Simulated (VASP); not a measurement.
# TiC (Fm-3m) in VASP: notebook

Runs on TiC. Level: PBE. Tasks: single point.

Everything below comes from runs of VASP 6.6.1. Logs are shortened: lines on timing, memory, paths and dates and some standing lists are left out, and cuts for length are marked.

### 1 The cell of the first run

The structure is cubic, space group Fm-3m (No. 225). Conventional cell: a = 4.323 Å, b = 4.323 Å, c = 4.323 Å, α = 90.00°, β = 90.00°, γ = 90.00°. Ti (site symmetry m-3m) has 6 C at 2.16 Å within 2.9 Å. C (site symmetry m-3m) has 6 Ti at 2.16 Å within 2.9 Å.

### 2 Single point, PBE

Input file INCAR:

```
PREC = Accurate
ENCUT = 520
EDIFF = 1E-6
ISMEAR = 0
SIGMA = 0.1
LREAL = False
LASPH = True
NELM = 100
ALGO = Normal
ISIF = 2
LWAVE = False
LCHARG = False
GGA = PE
NBANDS = 15
```

Input file KPOINTS:

```
regular mesh
0
Gamma
  6 6 6
```

Input file POSCAR:

```
TiC
1.0
    0.0000000000      2.1616227202      2.1616227202
    2.1616227202      0.0000000000      2.1616227202
    2.1616227202      2.1616227202      0.0000000000
Ti C
1 1
Direct
    0.5000000000      0.5000000000      0.5000000000
    0.0000000000      0.0000000000      0.0000000000
```

Potentials or basis: VASP PAW PBE potentials, release 64 (Ti_sv, C).

Run with:

```sh
$ cat potpaw_PBE.64/Ti_sv/POTCAR potpaw_PBE.64/C/POTCAR > POTCAR
$ mpirun -np 1 vasp_std > vasp.out
```

OUTCAR:

```text
PREC = Accurate
   ENCUT = 520
   EDIFF = 1E-6
   ISMEAR = 0
   LREAL = False
   LASPH = True
   NELM = 100
   ISIF = 2
   GGA = PE

 ion  position               nearest neighbor table
   1  0.500  0.500  0.500-   2 2.16   2 2.16   2 2.16   2 2.16   2 2.16   2 2.16
   2  0.000  0.000  0.000-   1 2.16   1 2.16   1 2.16   1 2.16   1 2.16   1 2.16

  LATTYP: Found a face centered cubic cell.
 ALAT       =     4.3232454404

  Lattice vectors:

 A1 = (   0.0000000000,   2.1616227202,   2.1616227202)
 A2 = (   2.1616227202,   0.0000000000,   2.1616227202)
 A3 = (   2.1616227202,   2.1616227202,   0.0000000000)

Analysis of symmetry for initial positions (statically):
=====================================================================
 Subroutine PRICEL returns:
 Original cell was already a primitive cell.

 Routine SETGRP: Setting up the symmetry group for a
 face centered cubic supercell.

 Subroutine GETGRP returns: Found 48 space group operations
 (whereof 48 operations were pure point group operations)
 out of a pool of 48 trial point group operations.

The static configuration has the point symmetry O_h .

Analysis of symmetry for dynamics (positions and initial velocities):
=====================================================================
 Subroutine PRICEL returns:
 Original cell was already a primitive cell.

 Routine SETGRP: Setting up the symmetry group for a
 face centered cubic supercell.

 Subroutine GETGRP returns: Found 48 space group operations
 (whereof 48 operations were pure point group operations)
 out of a pool of 48 trial point group operations.

The dynamic configuration has the point symmetry O_h .

 Subroutine INISYM returns: Found 48 space group operations
 (whereof 48 operations are pure point group operations),
 and found     1 'primitive' translations

----------------------------------------------------------------------------------------

                                     Primitive cell

  volume of cell :      20.2009

  direct lattice vectors                    reciprocal lattice vectors
     0.000000000  2.161622720  2.161622720    -0.231307709  0.231307709  0.231307709
     2.161622720  0.000000000  2.161622720     0.231307709 -0.231307709  0.231307709
     2.161622720  2.161622720  0.000000000     0.231307709  0.231307709 -0.231307709

  length of vectors
     3.056996168  3.056996168  3.056996168     0.400636705  0.400636705  0.400636705

  position of ions in fractional coordinates (direct lattice)
     0.500000000  0.500000000  0.500000000
     0.000000000  0.000000000  0.000000000

  ion indices of the primitive-cell ions
   primitive index   ion index
                 1           1
                 2           2

----------------------------------------------------------------------------------------

 KPOINTS: regular mesh

Automatic generation of k-mesh.
 Grid dimensions read from file:
 generate k-points for:    6    6    6

 Generating k-lattice:

  Cartesian coordinates                     Fractional coordinates (reciprocal lattice)
    -0.038551285  0.038551285  0.038551285     0.166666667  0.000000000  0.000000000
     0.038551285 -0.038551285  0.038551285     0.000000000  0.166666667  0.000000000
     0.038551285  0.038551285 -0.038551285     0.000000000  0.000000000  0.166666667

  Length of vectors
     0.066772784  0.066772784  0.066772784

  Shift w.r.t. Gamma in fractional coordinates (k-lattice)
     0.000000000  0.000000000  0.000000000

 Subroutine IBZKPT returns following result:
 ===========================================

 Found     16 irreducible k-points:

 Following reciprocal coordinates:
            Coordinates               Weight
  0.000000  0.000000  0.000000      1.000000
  0.166667  0.000000  0.000000      8.000000
  0.333333  0.000000  0.000000      8.000000
  0.500000  0.000000  0.000000      4.000000
  0.166667  0.166667  0.000000      6.000000
  0.333333  0.166667  0.000000     24.000000
[... 8 lines left out ...]
 -0.333333  0.333333  0.166667     24.000000
 -0.333333  0.500000  0.166667     12.000000
   k-points           NKPTS =     16   k-points in BZ     NKDIM =     16   number of bands    NBANDS=     15
   number of dos      NEDOS =    301   number of ions     NIONS =      2
   total plane-waves  NPLWV =  13824
   dimension x,y,z NGX =    24 NGY =   24 NGZ =   24
   dimension x,y,z NGXF=    48 NGYF=   48 NGZF=   48
   ions per type =               1   1
   NGX,Y,Z   is equivalent  to a cutoff of  13.05, 13.05, 13.05 a.u.
   NGXF,Y,Z  is equivalent  to a cutoff of  26.10, 26.10, 26.10 a.u.
 SYSTEM =  unknown system
   PREC   = accura    normal or accurate (medium, high low for compatibility)
   ISTART =      0    job   : 0-new  1-cont  2-samecut
   ICHARG =      2    charge: 1-file 2-atom 10-const
   ISPIN  =      1    spin polarized calculation?
   LNONCOLLINEAR =      F non collinear calculations
   LSORBIT =      F    spin-orbit coupling
   LASPH  =      T    aspherical Exc in radial PAW
   ENCUT  =  520.0 eV  38.22 Ry    6.18 a.u.   5.68  5.68  5.68*2*pi/ulx,y,z
   NELM   =    100;   NELMIN=  2; NELMDL= -5     # of ELM steps
   EDIFF  = 0.1E-05   stopping-criterion for ELM
   LREAL  =      F    real-space projection
   EDIFFG = 0.1E-04   stopping-criterion for IOM
   NSW    =      0    number of steps for IOM
   IBRION =     -1    ionic relax: 0-MD 1-quasi-New 2-CG
   NFREE  =      0    steps in history (QN), initial steepest desc. (CG)
   ISIF   =      2    stress and relaxation
   ISYM   =      2    0-nonsym 1-usesym 2-fastsym
   POTIM  = 0.5000    time-step for ionic-motion
   TEBEG  =    0.0;   TEEND  =   0.0 temperature during run
   PSTRESS=    0.0 pullay stress
   NELECT =      16.0000    total number of electrons
   NUPDOWN=      -1.0000    fix difference up-down
   EMIN   =  10.00;   EMAX   =-10.00  energy-range for DOS
   EFERMI =   0.00;   METHOD = LEGACY
   ISMEAR =     0;   SIGMA  =   0.10  broadening in eV -4-tet -1-fermi 0-gaus
   EFERMI_NEDOS =   21; number of points for ismear=-14 and -15
   IALGO  =     38    algorithm
   IMIX   =      4    mixing-type and parameters
     AMIX     =   0.40;   BMIX     =  1.00
     AMIX_MAG =   1.60;   BMIX_MAG =  1.00
  volume/ion in A,a.u.               =      10.10        68.16
  Fermi-wavevector in a.u.,A,eV,Ry     =   1.514694  2.862357 31.215822  2.294298
  Thomas-Fermi vector in A             =   2.624317
   LORBIT       =      0    0 simple, 1 ext, 2 COOP (PROOUT), +10 PAW based schemes
   GGA     = PE    functional components
   LHFCALC =     F    Hartree Fock is set to
   AEXX    =    0.0000 exact exchange contribution
   IVDW    =     0    specifies the selected vdW correction
   LEPSILON=     F    determine dielectric tensor
   LRPA    =     F    only Hartree local field effects (RPA)
 non-spin polarized calculation
 Gauss-broadening in eV      SIGMA  =   0.10
  energy-cutoff  :      520.00
  volume of cell :       20.20
 maximum number of plane-waves:       556
   NGX = 11   NGY = 11   NGZ = 11

 number of electron      16.0000001 magnetization

 Free energy of the ion-electron system (eV)
  ---------------------------------------------------
  ext. energy  EPLUGINS =         0.00000000
  ---------------------------------------------------
  free energy    TOTEN  =       -18.69698590 eV

  energy without entropy =      -18.69449325  energy(sigma->0) =      -18.69573958

 E-fermi :   9.3696     XC(G=0): -12.7262

 val. band max:        9.2735582386   @ k =   0.1667   0.1667   0.0000
 cond. band min:       9.4534447119   @ k =   0.5000   0.5000   0.0000
 fundamental gap:      0.1798864733
 Fermi energy:         9.3696059605

 k-point     1 :       0.0000    0.0000    0.0000
  band No.  band energies     occupation
      1     -47.0920      2.00000
      2     -23.1133      2.00000
      3     -23.1133      2.00000
      4     -23.1133      2.00000
      5      -2.9403      2.00000
      6      10.1755      0.00000
      7      10.1755      0.00000
      8      10.1755      0.00000
      9      11.1701      0.00000
     10      11.1701      0.00000
     11      11.1701      0.00000
     12      11.2054      0.00000
     13      11.2054      0.00000
     14      20.0499      0.00000
     15      23.5349      0.00000

 k-point     2 :       0.1667    0.0000    0.0000
  band No.  band energies     occupation
      1     -47.0735      2.00000
      2     -23.2437      2.00000
      3     -23.1256      2.00000
      4     -23.1256      2.00000
      5      -2.3266      2.00000
      6       8.1709      2.00000
      7       8.6756      2.00000
      8       8.6756      2.00000
      9      10.7725      0.00000
     10      10.7725      0.00000
     11      11.9373      0.00000
     12      13.9841      0.00000
     13      13.9841      0.00000
     14      20.8400      0.00000
     15      23.5831      0.00000

 k-point     3 :       0.3333    0.0000    0.0000
  band No.  band energies     occupation
      1     -47.0361      2.00000
      2     -23.4967      2.00000
      3     -23.1500      2.00000
      4     -23.1500      2.00000
      5      -0.7563      2.00000
      6       5.3470      2.00000
      7       7.1145      2.00000
      8       7.1145      2.00000
      9      11.7987      0.00000
     10      11.7987      0.00000
     11      12.8032      0.00000
     12      16.5384      0.00000
     13      16.5384      0.00000
     14      19.4697      0.00000
     15      24.9492      0.00000
[... 199 lines left out ...]
 k-point    15 :      -0.3333    0.3333    0.1667
  band No.  band energies     occupation
      1     -46.9988      2.00000
      2     -23.4931      2.00000
      3     -23.3576      2.00000
      4     -23.2379      2.00000
      5       0.0979      2.00000
      6       5.2529      2.00000
      7       6.4088      2.00000
      8       7.0843      2.00000
      9      12.1328      0.00000
     10      12.1624      0.00000
     11      13.2223      0.00000
     12      15.2934      0.00000
     13      15.5767      0.00000
     14      21.7984      0.00000
     15      23.5659      0.00000

 k-point    16 :      -0.3333    0.5000    0.1667
  band No.  band energies     occupation
      1     -46.9926      2.00000
      2     -23.4894      2.00000
      3     -23.3533      2.00000
      4     -23.2905      2.00000
      5      -0.2185      2.00000
      6       6.1254      2.00000
      7       6.7475      2.00000
      8       7.2963      2.00000
      9      11.2954      0.00000
     10      12.8465      0.00000
     11      13.0250      0.00000
     12      13.9940      0.00000
     13      15.0786      0.00000
     14      23.2718      0.00000
     15      23.6070      0.00000

------------------------ aborting loop because EDIFF is reached ----------------------------------------

  FORCE on cell =-STRESS in cart. coord.  units (eV):
  Direction    XX          YY          ZZ          XY          YZ          ZX
  --------------------------------------------------------------------------------------
  -------------------------------------------------------------------------------------
  Total        0.2406411      0.2406411      0.2406411      0.0000000      0.0000000      0.0000000
  in kB       19.0858161     19.0858161     19.0858161      0.0000000      0.0000000      0.0000000
  external PRESSURE =      19.0858161 kB  Pullay stress =       0.0000000 kB

 VOLUME and BASIS-vectors are now :
 -----------------------------------------------------------------------------
  energy-cutoff  :      520.00
  volume of cell :       20.20
      direct lattice vectors                 reciprocal lattice vectors
     0.000000000  2.161622720  2.161622720    -0.231307709  0.231307709  0.231307709
     2.161622720  0.000000000  2.161622720     0.231307709 -0.231307709  0.231307709
     2.161622720  2.161622720  0.000000000     0.231307709  0.231307709 -0.231307709

 POSITION                                       TOTAL-FORCE (eV/Angst)
 -----------------------------------------------------------------------------------
      2.16162      2.16162      2.16162         0.000000      0.000000      0.000000
      0.00000      0.00000      0.00000         0.000000      0.000000     -0.000000
 -----------------------------------------------------------------------------------
    total drift:                               -0.000000     -0.000000      0.000000

  FREE ENERGIE OF THE ION-ELECTRON SYSTEM (eV)
  ---------------------------------------------------
  free  energy   TOTEN  =       -18.6969859032 eV

  energy  without entropy=      -18.6944932488  energy(sigma->0) =      -18.69573958
```

Run time: 6.9 s. Hardware: 1 thread of AMD EPYC 7R43 (Zen 3), shared host; peak memory 0.1 GiB.

What came out:

```yaml
Free_energy: -18.6970 eV
Pressure: 1.9 GPa
Band_gap_on_the_k_mesh: zero (band 8 reaches 10.18 eV, above the bottom of band 9 at 9.14 eV)
```

Levels at points of the mesh, in eV from the Fermi level:
```csv
k point,band 5,band 6,band 7,band 8,band 9,band 10,band 11,band 12
"(0.00, 0.00, 0.00)",-12.31,0.81,0.81,0.81,1.80,1.80,1.80,1.84
"(0.50, 0.00, 0.00)",-8.80,-5.75,-2.80,-2.80,3.05,3.05,4.24,8.32
"(0.50, 0.50, 0.00)",-10.02,-3.32,-1.52,0.08,0.08,2.84,3.65,3.65
```

Caveat: the k points lie up to 0.42 Å⁻¹ apart.

### 3 Single point, PBE

This run uses another cell than the first one, of 10.16 Å³/atom, 1.006 times its volume.

Input file INCAR:

```
PREC = Accurate
ENCUT = 520
EDIFF = 1E-6
ISMEAR = 0
SIGMA = 0.1
LREAL = F
LASPH = T
NELM = 80
ALGO = Normal
ISIF = 2
LWAVE = F
LCHARG = F
GGA = PE
NBANDS = 15
```

KPOINTS is that of step 2.

Input file POSCAR:

```
TiC
1.0
    0.0000000000      2.1660045940      2.1660045940
    2.1660045940      0.0000000000      2.1660045940
    2.1660045940      2.1660045940      0.0000000000
Ti C
1 1
Direct
    0.5000000000      0.5000000000      0.5000000000
    0.0000000000      0.0000000000      0.0000000000
```

Potentials or basis: VASP PAW PBE potentials, release 64 (Ti_sv, C).

Run with:

```sh
$ cat potpaw_PBE.64/Ti_sv/POTCAR potpaw_PBE.64/C/POTCAR > POTCAR
$ mpirun -np 1 vasp_std > vasp.out
```

It took 7.6 s on 1 thread of AMD EPYC 7R43 (Zen 3), shared host; peak memory 0.1 GiB.

It converged, with:

```yaml
Free_energy: -18.6980 eV
Pressure: 0.3 GPa
Band_gap_on_the_k_mesh: zero (band 8 reaches 10.10 eV, above the bottom of band 9 at 9.07 eV)
```

Levels at points of the mesh, in eV from the Fermi level:
```csv
k point,band 5,band 6,band 7,band 8,band 9,band 10,band 11,band 12
"(0.00, 0.00, 0.00)",-12.28,0.80,0.80,0.80,1.79,1.79,1.79,1.82
"(0.50, 0.00, 0.00)",-8.80,-5.72,-2.78,-2.78,3.02,3.02,4.21,8.26
"(0.50, 0.50, 0.00)",-10.00,-3.32,-1.50,0.08,0.08,2.82,3.62,3.62
```

Caveat: the k points lie up to 0.42 Å⁻¹ apart.
